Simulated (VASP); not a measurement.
Set up this calculation in VASP 6.6.1, as the native input.

* Task: single point
* Functional: PBE
* Potentials or basis: VASP PAW PBE potentials, release 64 (Al, O)
* Cutoff: 520 eV
* k mesh: 6 × 6 × 6
* Occupations: gaussian, width 0.05 eV
* Spin: no spin polarisation
* Dipole correction: no
* Further INCAR settings: ALGO = Normal; EDIFF = 1e-06; NBANDS = 35

The structure of Al2O3 lies in POSCAR:

```
Al2O3
1.0
    2.5036123218      1.4454612480      4.6782499846
   -2.5036123218      1.4454612480      4.6782499846
    0.0000000000     -2.8909224959      4.6782499846
Al O
4 6
Direct
    0.8521293568      0.8521293568      0.8521293568
    0.6478706432      0.6478706432      0.6478706432
    0.1478706432      0.1478706432      0.1478706432
    0.3521293568      0.3521293568      0.3521293568
    0.0561574040      0.4438425960      0.7500000000
    0.7500000000      0.0561574040      0.4438425960
    0.4438425960      0.7500000000      0.0561574040
    0.9438425960      0.5561574040      0.2500000000
    0.2500000000      0.9438425960      0.5561574040
    0.5561574040      0.2500000000      0.9438425960
```

The input as run:

INCAR

```
  PREC = Accurate
  ENCUT = 520
  EDIFF = 1E-6
  ISMEAR = 0
  SIGMA = 0.05
  LREAL = False
  LASPH = True
  NELM = 80
  ALGO = Normal
  ISIF = 2
  LWAVE = False
  LCHARG = True
  GGA = PE
  LELF = True
  LVHAR = True
  NBANDS = 35
```

KPOINTS

```
regular mesh
0
Gamma
  6 6 6
```

Potentials or basis: VASP PAW PBE potentials, release 64 (Al, O).

Command:

```console
$ cat potpaw_PBE.64/Al/POTCAR potpaw_PBE.64/O/POTCAR > POTCAR
$ mpirun -np 1 vasp_std > vasp.out
```

It gave:

- Pressure: -25.2 GPa
- Largest force: 0.046 eV/Å
- Band gap on the k mesh: 4.06 eV

Caveat: the stress differs along the axes, from -30 to -23 GPa.

Run time: 2.8 min on 1 thread of Intel Xeon 8259CL, with other jobs on the host, peak memory 0.29 GiB.
